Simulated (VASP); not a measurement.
A run of VASP 6.6.1 is set up as follows.

Contents of INCAR:

```
SYSTEM = SrO
PREC = Accurate ; ENCUT = 520
EDIFF = 1E-6 ; ISMEAR = 0
SIGMA = 0.02 ; LREAL = .FALSE.
LASPH = .TRUE. ; NELM = 60
ALGO = Normal ; ISIF = 2
LWAVE = .FALSE. ; LCHARG = .FALSE.
GGA = PE ; NBANDS = 24
```

File KPOINTS:

```
Automatic mesh
0
G
  9 9 6
  0 0 0
```

Contents of POSCAR:

```
SrO
1.0
    3.5532880902      0.0000000000      0.0000000000
   -1.7766440451      3.0772377531      0.0000000000
    0.0000000000      0.0000000000      6.2173039800
Sr O
2 2
Direct
    0.3479568345      0.6959136789      0.2500000000
    0.6666666700      0.3333333300      0.7500000000
    0.0000000000      0.0000000000      0.0000000000
    0.0000000000      0.0000000000      0.5000000000
```

Potentials or basis: VASP PAW PBE potentials, release 64 (Sr_sv, O).

Launch:

```console
$ cat potpaw_PBE.64/Sr_sv/POTCAR potpaw_PBE.64/O/POTCAR > POTCAR
$ mpirun -np 1 vasp_std > vasp.out
```

(1) Estimate the band gap on the k mesh.

(2) What does it give for the pressure?

(3) Predict the largest force.

Answers

(1) 3.07 eV, direct.

(2) 2.1 GPa.

(3) 0.313 eV/Å.

Caveat: the cell differs from its parent crystal (one atom moved).
